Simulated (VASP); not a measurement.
Here is a VASP 6.6.1 calculation.

The input INCAR:

```
SYSTEM = W3Br
ALGO     = Normal         ! electronic algorithm
EDIFF    = 1E-7           ! SCF threshold, eV
ENCUT    = 520            ! plane-wave cutoff, eV
GGA      = PE             ! functional
ISIF     = 2              ! what is computed and relaxed
ISMEAR   = 0              ! smearing method
LASPH    = .TRUE.         ! aspherical terms in the spheres
LCHARG   = .TRUE.         ! write CHGCAR
LELF     = .TRUE.         ! ELF
LREAL    = .FALSE.        ! projectors in reciprocal space
LVHAR    = .TRUE.       
LWAVE    = .FALSE.        ! write WAVECAR
NBANDS   = 32             ! bands
NELM     = 60             ! most SCF steps
PREC     = Accurate       ! precision mode
SIGMA    = 0.2            ! smearing width, eV
```

Contents of KPOINTS:

```
k-points
0
G
  4 4 5
  0 0 0
```

File POSCAR:

```
W3Br
1.0
    5.0535230965      0.0000000000      0.0000000000
    0.0000000000      5.0535230965      0.0000000000
    0.0000000000      0.0000000000      2.7832601692
W Br
3 1
Direct
    0.0000000000      0.0000000000      0.0000000000
    0.0000000000      0.5000000000      0.5000000000
    0.5000000000      0.0000000000      0.5000000000
    0.5000000000      0.5000000000      0.5000000000
```

Potentials or basis: VASP PAW PBE potentials, release 64 (W_sv, Br).

Launch:

```sh
$ cat potpaw_PBE.64/W_sv/POTCAR potpaw_PBE.64/Br/POTCAR > POTCAR
$ mpirun -np 1 vasp_std > vasp.out
```

(1) Predict the band gap on the k mesh.

(2) Predict the pressure.

Answers

(1) zero (an odd number of electrons rules out a gap without spin polarisation).

(2) 0.3 GPa.

Caveat: the k points lie up to 0.45 Å⁻¹ apart, too coarse for converged energies and pressures of a metal; spin-orbit coupling is left out, which moves the levels of the heavy elements.
